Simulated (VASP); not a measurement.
# Si2Sn (P-62m) in VASP: single point with PBE

Aim: the single point of Si2Sn with PBE.

Program: VASP 6.6.1. These are calculated values, not measurements. Logs are shortened: lines on timing, memory, paths and dates and some standing lists are left out, and cuts for length are marked.

## Step 1: The cell of the first run

It takes space group P-62m (No. 189, hexagonal). Conventional cell: a = 5.321 Å, b = 5.321 Å, c = 5.044 Å, α = 90.00°, β = 90.00°, γ = 120.00°. Si (site symmetry m2m) has 8 Si at 2.46 to 3.42 Å and 4 Sn at 3.20 Å within 3.5 Å. Si (site symmetry -62m) has 6 Si at 2.89 Å and 6 Sn at 3.07 Å within 3.8 Å. Within 4.0 Å of Sn (site symmetry -6) lie 3 Sn at 3.07 Å and 9 Si at 3.07 to 3.20 Å.

The cell was built from a structure type or drawn by symmetry, and may not be a known phase.

## Step 2: Single point, PBE

The input, INCAR:

```
PREC     = Accurate       # precision mode
ENCUT    = 500            # plane-wave cutoff, eV
EDIFF    = 1E-6           # SCF threshold, eV
ISMEAR   = 0              # smearing method
SIGMA    = 0.2            # smearing width, eV
LREAL    = F              # projectors in reciprocal space
LASPH    = T              # aspherical terms in the spheres
NELM     = 120            # most SCF steps
ALGO     = Normal         # electronic algorithm
ISIF     = 2              # what is computed and relaxed
LWAVE    = F              # write WAVECAR
LCHARG   = F              # write CHGCAR
GGA      = PE             # functional
NBANDS   = 31             # bands
GGA_COMPAT= F
```

The input, KPOINTS:

```
regular mesh
0
Gamma
  4 4 3
```

The input, POSCAR:

```
Si2Sn
1.0
    5.3210338326     -0.0000000028      0.0000000000
   -2.6605169139      4.6081504748      0.0000000000
    0.0000000000      0.0000000000      5.0438924827
Si Sn
4 2
Direct
    0.2666588438      0.2666588438      0.0000000000
    0.0000000000      0.7333411562      0.0000000000
    0.7333411562      0.0000000000      0.0000000000
    0.0000000000      0.0000000000      0.5000000000
    0.6666666667      0.3333333333      0.5000000000
    0.3333333333      0.6666666667      0.5000000000
```

Potentials or basis: VASP PAW PBE potentials, release 64 (Si, Sn_d).

Run with:

```sh
$ cat potpaw_PBE.64/Si/POTCAR potpaw_PBE.64/Sn_d/POTCAR > POTCAR
$ mpirun -np 1 vasp_std > vasp.out
```

OUTCAR:

```text
PREC = Accurate
   ENCUT = 500
   EDIFF = 1E-6
   ISMEAR = 0
   LREAL = F
   LASPH = T
   NELM = 120
   ISIF = 2
   GGA = PE

 ion  position               nearest neighbor table
   1  0.267  0.267  0.000-   2 2.46   3 2.46   4 2.89   4 2.89   6 3.20   6 3.20   5 3.20   5 3.20

   2  0.000  0.733  0.000-   1 2.46   3 2.46   4 2.89   4 2.89   6 3.20   6 3.20   5 3.20   5 3.20

   3  0.733  0.000  0.000-   1 2.46   2 2.46   4 2.89   4 2.89   5 3.20   5 3.20   6 3.20   6 3.20

   4  0.000  0.000  0.500-   1 2.89   1 2.89   2 2.89   2 2.89   3 2.89   3 2.89   6 3.07   5 3.07
                             6 3.07   5 3.07   5 3.07   6 3.07
   5  0.667  0.333  0.500-   6 3.07   6 3.07   4 3.07   4 3.07   4 3.07   6 3.07   3 3.20   3 3.20
                             2 3.20   2 3.20   1 3.20   1 3.20
   6  0.333  0.667  0.500-   5 3.07   5 3.07   4 3.07   4 3.07   4 3.07   5 3.07   2 3.20   2 3.20
                             3 3.20   3 3.20   1 3.20   1 3.20

  LATTYP: Found a hexagonal cell.
 ALAT       =     5.3210338326
 C/A-ratio  =     0.9479158828

  Lattice vectors:

 A1 = (   5.3210338326,  -0.0000000028,   0.0000000000)
 A2 = (  -2.6605169139,   4.6081504748,   0.0000000000)
 A3 = (   0.0000000000,   0.0000000000,   5.0438924827)

Analysis of symmetry for initial positions (statically):
=====================================================================
 Subroutine PRICEL returns:
 Original cell was already a primitive cell.

 Routine SETGRP: Setting up the symmetry group for a
 hexagonal supercell.

 Subroutine GETGRP returns: Found 12 space group operations
 (whereof 12 operations were pure point group operations)
 out of a pool of 24 trial point group operations.

The static configuration has the point symmetry D_3h.

Analysis of symmetry for dynamics (positions and initial velocities):
=====================================================================
 Subroutine PRICEL returns:
 Original cell was already a primitive cell.

 Routine SETGRP: Setting up the symmetry group for a
 hexagonal supercell.

 Subroutine GETGRP returns: Found 12 space group operations
 (whereof 12 operations were pure point group operations)
 out of a pool of 24 trial point group operations.

The dynamic configuration has the point symmetry D_3h.

 Subroutine INISYM returns: Found 12 space group operations
 (whereof 12 operations are pure point group operations),
 and found     1 'primitive' translations

----------------------------------------------------------------------------------------

                                     Primitive cell

[... 87 lines left out ...]
   ISIF   =      2    stress and relaxation
   ISYM   =      2    0-nonsym 1-usesym 2-fastsym
   POTIM  = 0.5000    time-step for ionic-motion
   TEBEG  =    0.0;   TEEND  =   0.0 temperature during run
   PSTRESS=    0.0 pullay stress
   NELECT =      44.0000    total number of electrons
   NUPDOWN=      -1.0000    fix difference up-down
   EMIN   =  10.00;   EMAX   =-10.00  energy-range for DOS
   EFERMI =   0.00;   METHOD = LEGACY
   ISMEAR =     0;   SIGMA  =   0.20  broadening in eV -4-tet -1-fermi 0-gaus
   EFERMI_NEDOS =   21; number of points for ismear=-14 and -15
   IALGO  =     38    algorithm
   IMIX   =      4    mixing-type and parameters
     AMIX     =   0.40;   BMIX     =  1.00
     AMIX_MAG =   1.60;   BMIX_MAG =  1.00
  volume/ion in A,a.u.               =      20.61       139.10
  Fermi-wavevector in a.u.,A,eV,Ry     =   1.160013  2.192107 18.308413  1.345630
  Thomas-Fermi vector in A             =   2.296600
   LORBIT       =      0    0 simple, 1 ext, 2 COOP (PROOUT), +10 PAW based schemes
   GGA     = PE    functional components
   LHFCALC =     F    Hartree Fock is set to
   AEXX    =    0.0000 exact exchange contribution
   IVDW    =     0    specifies the selected vdW correction
   LEPSILON=     F    determine dielectric tensor
   LRPA    =     F    only Hartree local field effects (RPA)
 non-spin polarized calculation
 Gauss-broadening in eV      SIGMA  =   0.20
  energy-cutoff  :      500.00
  volume of cell :      123.68
 maximum number of plane-waves:      3187
 NGX is ok and might be reduce to    40
   NGX = 19   NGY = 19   NGZ = 19

 number of electron      44.0000013 magnetization

 Free energy of the ion-electron system (eV)
  ---------------------------------------------------
  ext. energy  EPLUGINS =         0.00000000
  ---------------------------------------------------
  free energy    TOTEN  =       -26.02071829 eV

  energy without entropy =      -25.93554774  energy(sigma->0) =      -25.97813301

 E-fermi :   7.7838     XC(G=0): -10.3982

 val. band max:        7.7502137976   @ k =   0.5000   0.0000   0.3333
 cond. band min:       7.8215655055   @ k =   0.2500   0.2500   0.3333
 fundamental gap:      0.0713517079
 Fermi energy:         7.7837687274

 k-point     1 :       0.0000    0.0000    0.0000
  band No.  band energies     occupation
      1     -13.7953      2.00000
      2     -13.7890      2.00000
      3     -13.7890      2.00000
      4     -13.7515      2.00000
      5     -13.7515      2.00000
      6     -13.6957      2.00000
[... 261 lines left out ...]
     30      12.1134      0.00000
     31      12.8757      0.00000

------------------------ aborting loop because EDIFF is reached ----------------------------------------

  FORCE on cell =-STRESS in cart. coord.  units (eV):
  Direction    XX          YY          ZZ          XY          YZ          ZX
  --------------------------------------------------------------------------------------
  -------------------------------------------------------------------------------------
  Total       -0.1779254     -0.1779254     -0.3136415      0.0000000      0.0000000      0.0000000
  in kB       -2.3049418     -2.3049418     -4.0630827      0.0000000      0.0000000      0.0000000
  external PRESSURE =      -2.8909888 kB  Pullay stress =       0.0000000 kB

 VOLUME and BASIS-vectors are now :
 -----------------------------------------------------------------------------
  energy-cutoff  :      500.00
  volume of cell :      123.68
      direct lattice vectors                 reciprocal lattice vectors
     5.321033833 -0.000000003  0.000000000     0.187933404  0.108503401  0.000000000
    -2.660516914  4.608150475  0.000000000     0.000000000  0.217006803  0.000000000
     0.000000000  0.000000000  5.043892483     0.000000000  0.000000000  0.198259579

 POSITION                                       TOTAL-FORCE (eV/Angst)
 -----------------------------------------------------------------------------------
      0.70945      1.22880      0.00000        -0.025815     -0.044713      0.000000
     -1.95107      3.37935      0.00000        -0.025815      0.044713     -0.000000
      3.90213     -0.00000      0.00000         0.051630     -0.000000      0.000000
      0.00000      0.00000      2.52195         0.000000     -0.000000     -0.000000
      2.66052      1.53605      2.52195        -0.000000     -0.000000     -0.000000
      0.00000      3.07210      2.52195         0.000000     -0.000000     -0.000000
 -----------------------------------------------------------------------------------
    total drift:                                0.000000      0.000000      0.000000

  FREE ENERGIE OF THE ION-ELECTRON SYSTEM (eV)
  ---------------------------------------------------
  free  energy   TOTEN  =       -26.0207182902 eV

  energy  without entropy=      -25.9355477393  energy(sigma->0) =      -25.97813301
```

OSZICAR:

```text
N       E                     dE             d eps       ncg     rms          rms(c)
DAV:   1     0.339698419142E+03    0.33970E+03   -0.19625E+04   510   0.167E+03
DAV:   2     0.164637026100E+02   -0.32323E+03   -0.31116E+03   496   0.454E+02
DAV:   3    -0.246977917908E+02   -0.41161E+02   -0.39429E+02   594   0.136E+02
DAV:   4    -0.265072675278E+02   -0.18095E+01   -0.17985E+01   587   0.298E+01
DAV:   5    -0.265719701315E+02   -0.64703E-01   -0.64665E-01   668   0.585E+00    0.510E+00
DAV:   6    -0.260380285694E+02    0.53394E+00   -0.12380E+00   673   0.636E+00    0.275E+00
DAV:   7    -0.260279570102E+02    0.10072E-01   -0.32844E-01   643   0.205E+00    0.116E+00
DAV:   8    -0.260218678968E+02    0.60891E-02   -0.30936E-02   580   0.911E-01    0.424E-01
DAV:   9    -0.260206957469E+02    0.11721E-02   -0.54261E-03   594   0.403E-01    0.123E-01
DAV:  10    -0.260207105648E+02   -0.14818E-04   -0.74406E-04   580   0.139E-01    0.767E-02
DAV:  11    -0.260207268331E+02   -0.16268E-04   -0.17638E-04   627   0.840E-02    0.223E-02
DAV:  12    -0.260207182380E+02    0.85951E-05   -0.62028E-05   552   0.397E-02    0.138E-02
DAV:  13    -0.260207182902E+02   -0.52183E-07   -0.63388E-06   553   0.113E-02
   1 F= -.26020718E+02 E0= -.25978133E+02  d E =-.851706E-01
```

stdout:

```text
POSCAR found type information on POSCAR SiSn
 POSCAR found :  2 types and       6 ions
 scaLAPACK will be used
 LDA part: xc-table for (Slater+PW92), standard interpolation
 POSCAR, INCAR and KPOINTS ok, starting setup
 FFT: planning ... GRIDC
 FFT: planning ... GRID_SOFT
 FFT: planning ... GRID
 WAVECAR not read
 entering main loop
```

Run time: 22 s. Hardware: 1 thread of AMD EPYC 9R45 (Zen 5), shared host; peak memory 0.21 GiB.

Results:

| Property | Result |
| --- | --- |
| Free energy | -26.0207 eV |
| Pressure | -0.3 GPa |
| Largest force | 0.052 eV/Å |
| Band gap on the k mesh | zero (bands 22 and 23 overlap by 1.78 eV) |

Forces on the atoms (eV/Å):
```
Si  -0.026 -0.045  0.000
Si  -0.026  0.045  0.000
Si   0.052  0.000  0.000
Si   0.000  0.000  0.000
Sn   0.000  0.000  0.000
Sn   0.000  0.000  0.000
```

Caveat: the k points lie up to 0.42 Å⁻¹ apart, too coarse for converged energies and pressures of a metal; spin-orbit coupling is left out, which moves the levels of the heavy elements.
